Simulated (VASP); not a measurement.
# C (P4/mmm) in VASP: notebook

C is run at these levels: PBE; tasks: relaxation of cell and atoms, single point.

Program: VASP 6.6.1. These are calculated values, not measurements. Logs are shortened: lines on timing, memory, paths and dates and some standing lists are left out, and cuts for length are marked.

### Step 1. The cell of the first run

The structure is tetragonal, space group P4/mmm (No. 123). Conventional cell: a = 3.428 Å, b = 3.428 Å, c = 3.692 Å, α = 90.00°, β = 90.00°, γ = 90.00°. C (site symmetry m2m) has 3 C at 1.37 to 1.46 Å within 1.8 Å.

### Step 2. Relaxation of cell and atoms, PBE

Contents of INCAR:

```
ALGO = Normal ; EDIFF = 1E-6
EDIFFG = -0.04 ; ENCUT = 600
GGA = PE ; IBRION = 2
ISIF = 3 ; ISMEAR = 0
LASPH = T ; LCHARG = F
LREAL = F ; LWAVE = F
NELM = 80 ; NSW = 90
PREC = Accurate ; SIGMA = 0.1
```

Contents of KPOINTS:

```
k-points
0
Gamma
  6 6 6
```

Contents of POSCAR:

```
C
1.0
    3.4284251973      0.0000000000      0.0000000000
    0.0000000000      3.4284251973      0.0000000000
    0.0000000000      0.0000000000      3.6923647672
C
4
Direct
    0.0000000000      0.3004501234      0.0000000000
    0.6995498766      0.0000000000      0.0000000000
    0.3004501234      0.0000000000      0.0000000000
    0.0000000000      0.6995498766      0.0000000000
```

Potentials or basis: VASP PAW PBE potentials, release 64 (C).

Launch:

```bash
> cat potpaw_PBE.64/C/POTCAR > POTCAR
> mpirun -np 1 vasp_std > vasp.out
```

OUTCAR:

```text
EDIFF = 1E-6
   EDIFFG = -0.04
   ENCUT = 600
   GGA = PE
   IBRION = 2
   ISIF = 3
   ISMEAR = 0
   LASPH = T
   LREAL = F
   NELM = 80
   NSW = 90
   PREC = Accurate

 ion  position               nearest neighbor table
   1  0.000  0.300  0.000-   4 1.37   3 1.46   2 1.46   4 2.06
   2  0.700  0.000  0.000-   3 1.37   1 1.46   4 1.46   3 2.06
   3  0.300  0.000  0.000-   2 1.37   1 1.46   4 1.46   2 2.06
   4  0.000  0.700  0.000-   1 1.37   2 1.46   3 1.46   1 2.06

  LATTYP: Found a simple tetragonal cell.
 ALAT       =     3.4284251973
 C/A-ratio  =     1.0769856581

  Lattice vectors:

 A1 = (   3.4284251973,   0.0000000000,   0.0000000000)
 A2 = (   0.0000000000,   3.4284251973,   0.0000000000)
 A3 = (   0.0000000000,   0.0000000000,   3.6923647672)

Analysis of symmetry for initial positions (statically):
=====================================================================
 Subroutine PRICEL returns:
 Original cell was already a primitive cell.

 Routine SETGRP: Setting up the symmetry group for a
 simple tetragonal supercell.

 Subroutine GETGRP returns: Found 16 space group operations
 (whereof 16 operations were pure point group operations)
 out of a pool of 16 trial point group operations.

The static configuration has the point symmetry D_4h.

Analysis of symmetry for dynamics (positions and initial velocities):
=====================================================================
 Subroutine PRICEL returns:
 Original cell was already a primitive cell.

 Routine SETGRP: Setting up the symmetry group for a
 simple tetragonal supercell.

 Subroutine GETGRP returns: Found 16 space group operations
 (whereof 16 operations were pure point group operations)
 out of a pool of 16 trial point group operations.

The dynamic configuration has the point symmetry D_4h.

 Subroutine INISYM returns: Found 16 space group operations
 (whereof 16 operations are pure point group operations),
 and found     1 'primitive' translations

----------------------------------------------------------------------------------------

                                     Primitive cell

  volume of cell :      43.4004

  direct lattice vectors                    reciprocal lattice vectors
     3.428425197  0.000000000  0.000000000     0.291679107  0.000000000  0.000000000
     0.000000000  3.428425197  0.000000000     0.000000000  0.291679107  0.000000000
     0.000000000  0.000000000  3.692364767     0.000000000  0.000000000  0.270829147

  length of vectors
     3.428425197  3.428425197  3.692364767     0.291679107  0.291679107  0.270829147

  position of ions in fractional coordinates (direct lattice)
     0.000000000  0.300450123  0.000000000
     0.699549877  0.000000000  0.000000000
     0.300450123  0.000000000  0.000000000
     0.000000000  0.699549877  0.000000000

  ion indices of the primitive-cell ions
   primitive index   ion index
                 1           1
                 2           2
                 3           3
                 4           4

----------------------------------------------------------------------------------------

 KPOINTS: k-points

Automatic generation of k-mesh.
 Grid dimensions read from file:
 generate k-points for:    6    6    6

 Generating k-lattice:

  Cartesian coordinates                     Fractional coordinates (reciprocal lattice)
     0.048613185  0.000000000  0.000000000     0.166666667  0.000000000  0.000000000
     0.000000000  0.048613185  0.000000000     0.000000000  0.166666667  0.000000000
     0.000000000  0.000000000  0.045138191     0.000000000  0.000000000  0.166666667

  Length of vectors
     0.048613185  0.048613185  0.045138191

  Shift w.r.t. Gamma in fractional coordinates (k-lattice)
     0.000000000  0.000000000  0.000000000

 Subroutine IBZKPT returns following result:
 ===========================================

 Found     40 irreducible k-points:

 Following reciprocal coordinates:
            Coordinates               Weight
  0.000000  0.000000  0.000000      1.000000
  0.166667  0.000000  0.000000      4.000000
  0.333333  0.000000  0.000000      4.000000
  0.500000  0.000000  0.000000      2.000000
  0.166667  0.166667  0.000000      4.000000
  0.333333  0.166667  0.000000      8.000000
[... 16 lines left out ...]
  0.333333  0.000000  0.333333      8.000000
  0.500000  0.000000  0.333333      4.000000
 [... further k-points ...]
   k-points           NKPTS =     40   k-points in BZ     NKDIM =     40   number of bands    NBANDS=     12
   number of dos      NEDOS =    301   number of ions     NIONS =      4
   total plane-waves  NPLWV =  23520
   dimension x,y,z NGX =    28 NGY =   28 NGZ =   30
   dimension x,y,z NGXF=    56 NGYF=   56 NGZF=   60
   ions per type =               4
   NGX,Y,Z   is equivalent  to a cutoff of  13.58, 13.58, 13.51 a.u.
   NGXF,Y,Z  is equivalent  to a cutoff of  27.15, 27.15, 27.01 a.u.
 SYSTEM =  unknown system
   PREC   = accura    normal or accurate (medium, high low for compatibility)
   ISTART =      0    job   : 0-new  1-cont  2-samecut
   ICHARG =      2    charge: 1-file 2-atom 10-const
   ISPIN  =      1    spin polarized calculation?
   LNONCOLLINEAR =      F non collinear calculations
   LSORBIT =      F    spin-orbit coupling
   LASPH  =      T    aspherical Exc in radial PAW
   ENCUT  =  600.0 eV  44.10 Ry    6.64 a.u.   6.85  6.85  7.37*2*pi/ulx,y,z
   NELM   =     80;   NELMIN=  2; NELMDL= -5     # of ELM steps
   EDIFF  = 0.1E-05   stopping-criterion for ELM
   LREAL  =      F    real-space projection
   EDIFFG = -.4E-01   stopping-criterion for IOM
   NSW    =     90    number of steps for IOM
   IBRION =      2    ionic relax: 0-MD 1-quasi-New 2-CG
   NFREE  =      1    steps in history (QN), initial steepest desc. (CG)
   ISIF   =      3    stress and relaxation
   ISYM   =      2    0-nonsym 1-usesym 2-fastsym
   POTIM  = 0.5000    time-step for ionic-motion
   TEBEG  =    0.0;   TEEND  =   0.0 temperature during run
   PSTRESS=    0.0 pullay stress
   NELECT =      16.0000    total number of electrons
   NUPDOWN=      -1.0000    fix difference up-down
   EMIN   =  10.00;   EMAX   =-10.00  energy-range for DOS
   EFERMI =   0.00;   METHOD = LEGACY
   ISMEAR =     0;   SIGMA  =   0.10  broadening in eV -4-tet -1-fermi 0-gaus
   EFERMI_NEDOS =   21; number of points for ismear=-14 and -15
   IALGO  =     38    algorithm
   IMIX   =      4    mixing-type and parameters
     AMIX     =   0.40;   BMIX     =  1.00
     AMIX_MAG =   1.60;   BMIX_MAG =  1.00
  volume/ion in A,a.u.               =      10.85        73.22
  Fermi-wavevector in a.u.,A,eV,Ry     =   1.173861  2.218276 18.748157  1.377951
  Thomas-Fermi vector in A             =   2.310268
   LORBIT       =      0    0 simple, 1 ext, 2 COOP (PROOUT), +10 PAW based schemes
   GGA     = PE    functional components
   LHFCALC =     F    Hartree Fock is set to
   AEXX    =    0.0000 exact exchange contribution
   IVDW    =     0    specifies the selected vdW correction
   LEPSILON=     F    determine dielectric tensor
   LRPA    =     F    only Hartree local field effects (RPA)
 conjugate gradient relaxation of ions
 non-spin polarized calculation
 Gauss-broadening in eV      SIGMA  =   0.10
  energy-cutoff  :      600.00
  volume of cell :       43.40
 maximum number of plane-waves:      1484
 NGX is ok and might be reduce to    28
   NGX = 13   NGY = 13   NGZ = 15

--------------------------------------- Ionic step        1  -------------------------------------------

 number of electron      16.0000002 magnetization

 Free energy of the ion-electron system (eV)
  ---------------------------------------------------
  ext. energy  EPLUGINS =         0.00000000
  ---------------------------------------------------
  free energy    TOTEN  =       -34.81957890 eV

  energy without entropy =      -34.81674969  energy(sigma->0) =      -34.81816430

------------------------ aborting loop because EDIFF is reached ----------------------------------------

  FORCE on cell =-STRESS in cart. coord.  units (eV):
  Direction    XX          YY          ZZ          XY          YZ          ZX
  --------------------------------------------------------------------------------------
  -------------------------------------------------------------------------------------
  Total        1.3014513      1.3014513     -0.0496513      0.0000000     -0.0000000      0.0000000
  in kB       48.0445960     48.0445960     -1.8329368      0.0000000     -0.0000000      0.0000000
  external PRESSURE =      31.4187518 kB  Pullay stress =       0.0000000 kB
[... 137 lines left out ...]
  energy  without entropy=      -34.8166792901  energy(sigma->0) =      -34.81843582

--------------------------------------- Ionic step        5  -------------------------------------------

 number of electron      16.0000003 magnetization

 Free energy of the ion-electron system (eV)
  ---------------------------------------------------
  ext. energy  EPLUGINS =         0.00000000
  ---------------------------------------------------
  free energy    TOTEN  =       -34.82650142 eV

  energy without entropy =      -34.82386700  energy(sigma->0) =      -34.82518421

 E-fermi :   2.5557     XC(G=0):  -9.0491

 val. band max:        2.5490975860   @ k =   0.5000   0.3333   0.0000
 cond. band min:       2.5650496123   @ k =   0.1667   0.0000   0.5000
 fundamental gap:      0.0159520263
 Fermi energy:         2.5557112744

 k-point     1 :       0.0000    0.0000    0.0000
  band No.  band energies     occupation
      1     -16.5264      2.00000
      2      -8.5500      2.00000
      3      -8.0223      2.00000
      4      -6.6234      2.00000
      5      -6.6234      2.00000
      6      -3.8014      2.00000
      7      -0.1177      2.00000
      8       4.7367      0.00000
      9       6.7769      0.00000
     10       6.8076      0.00000
     11       6.8076      0.00000
     12       9.3868      0.00000
[... 331 lines left out ...]
 k-point    24 :       0.5000    0.0000    0.3333
  band No.  band energies     occupation
      1     -15.4742      2.00000
      2     -12.1730      2.00000
      3      -8.1000      2.00000
      4      -5.0960      2.00000
      5      -3.2397      2.00000
      6      -3.0665      2.00000
      7      -2.3239      2.00000
      8      -0.3698      2.00000
      9       6.5919      0.00000
     10       8.3277      0.00000
     11       8.5592      0.00000
     12      11.8485      0.00000

 [... further k-points ...]

------------------------ aborting loop because EDIFF is reached ----------------------------------------

  FORCE on cell =-STRESS in cart. coord.  units (eV):
  Direction    XX          YY          ZZ          XY          YZ          ZX
  --------------------------------------------------------------------------------------
  -------------------------------------------------------------------------------------
  Total       -0.0217802     -0.0217802     -0.0390617      0.0000000      0.0000000     -0.0000000
  in kB       -0.7960766     -0.7960766     -1.4277228      0.0000000      0.0000000     -0.0000000
  external PRESSURE =      -1.0066254 kB  Pullay stress =       0.0000000 kB
[... 19 lines left out ...]
  FREE ENERGIE OF THE ION-ELECTRON SYSTEM (eV)
  ---------------------------------------------------
  free  energy   TOTEN  =       -34.8265014170 eV

  energy  without entropy=      -34.8238669988  energy(sigma->0) =      -34.82518421

 reached required accuracy - stopping structural energy minimisation
```

Wall time 1.8 min (1 thread of Intel Xeon 8259CL, shared host); peak memory 0.16 GiB.

What came out:

- Free energy: -34.8265 eV
- Relaxed volume: 10.96 Å³/atom
- Relaxed cell: a = 3.446 Å, b = 3.446 Å, c = 3.691 Å, α = 90.00°, β = 90.00°, γ = 90.00°
- Space group after relaxing (to 0.1 Å): P4/mmm (No. 123)
- Energy gained by relaxing: 1.7 meV/atom
- Ionic steps: 5
- Pressure after relaxing: -0.1 GPa
- Largest force after relaxing: 0.004 eV/Å
- Band gap on the k mesh: zero (bands 8 and 9 overlap by 4.91 eV)

Forces on the atoms (eV/Å):
```
C    0.000  0.004  0.000
C   -0.004  0.000  0.000
C    0.004  0.000  0.000
C    0.000 -0.004  0.000
```

Step by step:
```tsv
step	energy change (eV)	largest force (eV/Å)	pressure (GPa)	volume (Å³)
1	0.0000	0.1638	3.14	43.40
2	0.0312	0.7777	-6.12	44.75
3	-0.0065	0.1465	0.28	43.79
4	-0.0006	0.5618	-1.60	44.02
5	-0.0069	0.0044	-0.10	43.83
```

Final structure:
```
C
1.0
     3.44597    0.00000    0.00000
     0.00000    3.44597    0.00000
     0.00000    0.00000    3.69144
C
4
Direct
  0.00000 0.30006 0.00000
  0.69994 0.00000 0.00000
  0.30006 0.00000 0.00000
  0.00000 0.69994 0.00000
```

Levels at points of the mesh, in eV from the Fermi level:
```tsv
k point	band 4	band 5	band 6	band 7	band 8	band 9	band 10	band 11	band 12
(0.00, 0.00, 0.00)	-9.18	-9.18	-6.36	-2.67	2.18	4.22	4.25	4.25	6.83
(0.50, 0.00, 0.00)	-7.71	-5.83	-4.90	-4.85	-2.08	4.49	5.50	6.51	6.64
(0.50, 0.50, 0.00)	-8.60	-3.38	-3.38	-2.35	-1.82	-1.82	7.68	8.01	9.65
(0.00, 0.00, 0.50)	-9.10	-9.10	-7.49	-2.65	1.49	3.53	3.53	6.95	6.95
(0.50, 0.00, 0.50)	-7.63	-5.85	-5.78	-4.87	-3.17	3.90	5.85	5.87	9.80
(0.50, 0.50, 0.50)	-8.49	-3.36	-3.36	-3.29	-2.73	-2.73	7.37	8.05	9.30
```

Caveat: this functional lacks dispersion, which binds layers or chains, so the pressure and a relaxed spacing across them are unreliable.

(Continued in part 2 of 2.)

The gap in the log of VASP goes by the Fermi energy; the results here count the filled bands.